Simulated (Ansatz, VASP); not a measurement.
## One calculation of C, two programs

```xyz
4
Lattice="1.2305 -2.1313 0.0000 1.2305 2.1313 0.0000 0.0000 0.0000 6.7080" Properties=species:S:1:pos:R:3 pbc="T T T"
C     0.0000    0.0000    1.6770
C     0.0000    0.0000    5.0310
C     1.2305    0.7104    1.6770
C     1.2305   -0.7104    5.0310
```

Alike in both runs: task relaxation of cell and atoms; functional PBE; dispersion D3(BJ); k mesh 9 × 9 × 3; no spin polarisation.

|  | VASP | Ansatz |
| --- | --- | --- |
| version | VASP 6.6.1 | Ansatz 0.2 development build |
| potentials or method | VASP PAW PBE potentials, release 64 (C) | scalar-relativistic |
| plane-wave cutoff (eV) | 600 | 1116 |
| occupations | fermi-dirac, width 0.1 eV | fermi-dirac |

Ansatz gave:

* relaxed volume (Å³/atom): 8.81
* relaxed cell length with the largest relative difference (Å): 6.695

Task: Estimate VASP's values.

Result: Relaxed volume (Å³/atom): 8.76; relaxed cell length with the largest relative difference (Å): 6.653.

Ansatz's warnings: cutoff auto derived.
